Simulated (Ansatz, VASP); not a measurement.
## GaN in VASP and in Ansatz

File INCAR:

```
SYSTEM = GaN
  PREC = Accurate
  ENCUT = 600
  EDIFF = 1E-6
  ISMEAR = 0
  SIGMA = 0.1
  LREAL = .FALSE.
  LASPH = .TRUE.
  NELM = 120
  ALGO = Normal
  ISIF = 2
  LWAVE = .FALSE.
  LCHARG = .FALSE.
  GGA = PE
  IVDW = 12
  NBANDS = 16
  GGA_COMPAT = .FALSE.
```

File KPOINTS:

```
regular mesh
0
G
  8 8 8
  0 0 0
```

The input POSCAR:

```
GaN
1.0
    0.0000000000      2.2535006100      2.2535006100
    2.2535006100      0.0000000000      2.2535006100
    2.2535006100      2.2535006100      0.0000000000
Ga N
1 1
Direct
    0.0000000000      0.0000000000      0.0000000000
    0.2500000000      0.2500000000      0.2500000000
```

Input for Ansatz:

```yaml
crystal:
  lattice:
    - [0.0, 2.25350061, 2.25350061]
    - [2.25350061, 0.0, 2.25350061]
    - [2.25350061, 2.25350061, 0.0]
  atoms:
    - { symbol: Ga, position: [0.0, 0.0, 0.0] }
    - { symbol: "N", position: [0.25, 0.25, 0.25] }
basis:
  ecutwfc: 420
kpoints:
  mp_grid: { grid: [8, 8, 8] }
hamiltonian:
  xc: pbe
  dispersion: d3bj
  pseudopotentials: { kind: paw, azcp: { folder: soft_1 } }
scf:
  occupations: { method: gaussian, width: 0.1 }
output:
  forces: true
  stress: true
  eigenvalues: true
```

Alike in both runs: task single point; functional PBE; dispersion D3(BJ); k mesh 8 × 8 × 8; occupations gaussian, width 0.1 eV; no spin polarisation.

|  | VASP | Ansatz |
| --- | --- | --- |
| version | VASP 6.6.1 | Ansatz 0.2.0 |
| potentials or method | VASP PAW PBE potentials, release 64 (Ga_d, N), cutoff 600 eV | scalar-relativistic, plane waves, PAW |
| valence electrons in the cell | 18 | 18 |

Ansatz gave:

- gap on the k mesh at the Fermi level (eV): 1.72
- least direct gap on the mesh (eV): 1.72
- pressure (GPa): 1.4

Question: Estimate VASP's values.

Answer: gap on the k mesh at the Fermi level (eV): 1.72; least direct gap on the mesh (eV): 1.72; pressure (GPa): 1.2.
